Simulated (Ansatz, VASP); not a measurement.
## ZnS in VASP and in Ansatz

File POSCAR:

```
ZnS
1.0
    3.7822379936      0.0000000000      0.0000000000
   -1.8911189968      3.2755141856      0.0000000000
    0.0000000000      0.0000000000      6.2081825480
Zn S
2 2
Direct
    0.3333333333      0.6666666667     -0.0373249410
    0.6666666667      0.3333333333      0.4626750590
    0.3333333333      0.6666666667      0.4123249410
    0.6666666667      0.3333333333      0.9123249410
```

The input INCAR.step1:

```
SYSTEM = ZnS
ALGO     = Normal         ! electronic algorithm
EDIFF    = 1E-4           ! SCF threshold, eV
ENCUT    = 520            ! plane-wave cutoff, eV
GGA      = PE             ! functional
ISMEAR   = 0              ! smearing method
LASPH    = .True.         ! aspherical terms in the spheres
LCHARG   = .False.        ! write CHGCAR
LREAL    = .False.        ! projectors in reciprocal space
LWAVE    = .True.         ! write WAVECAR
NBANDS   = 26             ! bands
NELM     = 60             ! most SCF steps
PREC     = Accurate       ! precision mode
SIGMA    = 0.01           ! smearing width, eV
```

File INCAR.step2:

```
SYSTEM = ZnS
ALGO     = Normal         ! electronic algorithm
EDIFF    = 1E-7           ! SCF threshold, eV
ENCUT    = 520            ! plane-wave cutoff, eV
ISIF     = 2              ! what is computed and relaxed
ISMEAR   = 0              ! smearing method
ISTART   = 1            
LASPH    = .True.         ! aspherical terms in the spheres
LCHARG   = .False.        ! write CHGCAR
LMIXTAU  = .True.       
LREAL    = .False.        ! projectors in reciprocal space
LWAVE    = .False.        ! write WAVECAR
METAGGA  = R2SCAN         ! meta-GGA
NBANDS   = 26             ! bands
NELM     = 60             ! most SCF steps
PREC     = Accurate       ! precision mode
SIGMA    = 0.01           ! smearing width, eV
```

KPOINTS

```
k-points
0
Gamma
  9 9 6
  0 0 0
```

Input for Ansatz:

```yaml
crystal:
  lattice:
    - [3.7822379936, 0.0, 0.0]
    - [-1.8911189968, 3.2755141856, 0.0]
    - [0.0, 0.0, 6.208182548]
  atoms:
    - { symbol: Zn, position: [0.3333333333, 0.6666666667, -0.037324941] }
    - { symbol: Zn, position: [0.6666666667, 0.3333333333, 0.462675059] }
    - { symbol: S, position: [0.3333333333, 0.6666666667, 0.412324941] }
    - { symbol: S, position: [0.6666666667, 0.3333333333, 0.912324941] }
basis:
  ecutwfc: 500
  xc_grid: 2
kpoints:
  mp_grid: { grid: [9, 9, 6] }
hamiltonian:
  xc: r2scan
  pseudopotentials: { kind: paw, azcp: { folder: soft_1 } }
scf:
  occupations: { method: fixed }
output:
  forces: true
  stress: true
  eigenvalues: true
  polarization: {}
```

Change from the starting cell: polar distortion scaled by 0.40.

Alike in both runs: task single point; functional r2SCAN; k mesh 9 × 9 × 6; no spin polarisation.

|  | VASP | Ansatz |
| --- | --- | --- |
| version | VASP 6.6.1 | Ansatz 0.2.0 |
| potentials or method | VASP PAW PBE potentials, release 64 (Zn, S), cutoff 520 eV | scalar-relativistic, plane waves, PAW |
| occupations | gaussian, width 0.01 eV | fixed |
| valence electrons in the cell | 36 | 36 |

```tsv
	VASP	Ansatz	Ansatz less VASP
gap on the k mesh at the Fermi level (eV)	3.21	3.20	-0.011
least direct gap on the mesh (eV)	3.21	3.20	-0.011
pressure (GPa)	6.0	5.8	-0.14
traceless stress, the component that is largest in VASP (GPa)	-6.31	-6.19	+0.114
rms of the force components (eV/Å)	0.431	0.432	+0.0016
```

VASP's potentials were made for PBE, not for r2SCAN. Atom by atom the forces differ by 0.002 eV/Å (rms over components).
